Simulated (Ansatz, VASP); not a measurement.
**One calculation of Se, two programs**

Contents of INCAR:

```
SYSTEM = Se
ALGO = Normal ; EDIFF = 1E-6
ENCUT = 520 ; GGA = RE
ISIF = 2 ; ISMEAR = -1
LASPH = .TRUE. ; LCHARG = .FALSE.
LREAL = .FALSE. ; LWAVE = .FALSE.
NBANDS = 16 ; NELM = 100
PREC = Accurate ; SIGMA = 0.05
```

The input KPOINTS:

```
k-points
0
G
  7 7 6
  0 0 0
```

POSCAR

```
Se
1.0
    4.3951160745      0.0000000000      0.0000000000
   -2.1975580372      3.8062821731      0.0000000000
    0.0000000000      0.0000000000      4.9864062541
Se
3
Direct
    0.7746000000      0.7746000000      0.0000000000
    0.0000000000      0.2254000000      0.6666666667
    0.2254000000      0.0000000000      0.3333333333
```

The input input.yaml:

```yaml
crystal:
  lattice:
    - [4.3951160745, 0.0, 0.0]
    - [-2.1975580372, 3.8062821731, 0.0]
    - [0.0, 0.0, 4.9864062541]
  atoms:
    - { symbol: Se, position: [0.7746, 0.7746, 0.0] }
    - { symbol: Se, position: [0.0, 0.2254, 0.6666666667] }
    - { symbol: Se, position: [0.2254, 0.0, 0.3333333333] }
hamiltonian:
  xc: revpbe
  pseudopotentials: { kind: paw }
kpoints:
  mp_grid: { grid: [7, 7, 6] }
scf:
  occupations: { method: fermi_dirac, width: 0.05 }
output:
  forces: true
  stress: true
  eigenvalues: true
```

Alike in both runs: task single point; functional revPBE; k mesh 7 × 7 × 6; occupations fermi-dirac, width 0.05 eV; no spin polarisation.

|  | VASP | Ansatz |
| --- | --- | --- |
| version | VASP 6.6.1 | Ansatz 0.2.0 |
| potentials or method | VASP PAW PBE potentials, release 64 (Se) | Ansatz PAW |
| plane-wave cutoff (eV) | 520 | 420 |
| valence electrons in the cell | 18 | 48 |

VASP gave:

* gap on the k mesh at the Fermi level (eV): 1.23
* least direct gap on the mesh (eV): 1.47
* pressure (GPa): 2.9
* traceless stress, the component that is largest in VASP (GPa): 0.71
* rms of the force components (eV/Å): 0.123

What did Ansatz give for the same quantities?

gap on the k mesh at the Fermi level (eV): 1.24; least direct gap on the mesh (eV): 1.48; pressure (GPa): 2.8; traceless stress, the component that is largest in VASP (GPa): 0.68; rms of the force components (eV/Å): 0.109.

VASP's potentials were made for PBE, not for revPBE. Atom by atom the forces differ by 0.014 eV/Å (rms over components). With one functional, cell and mesh, what is left measures potentials, basis and numerics. VASP's potentials hold 18 valence electrons a cell and Ansatz's 48, so a difference there can come from the potentials and not from the codes.

Noted on Ansatz's run: odd divisions of the mesh miss points on the zone boundary, where band edges often lie, so the gap on the mesh can be too wide.
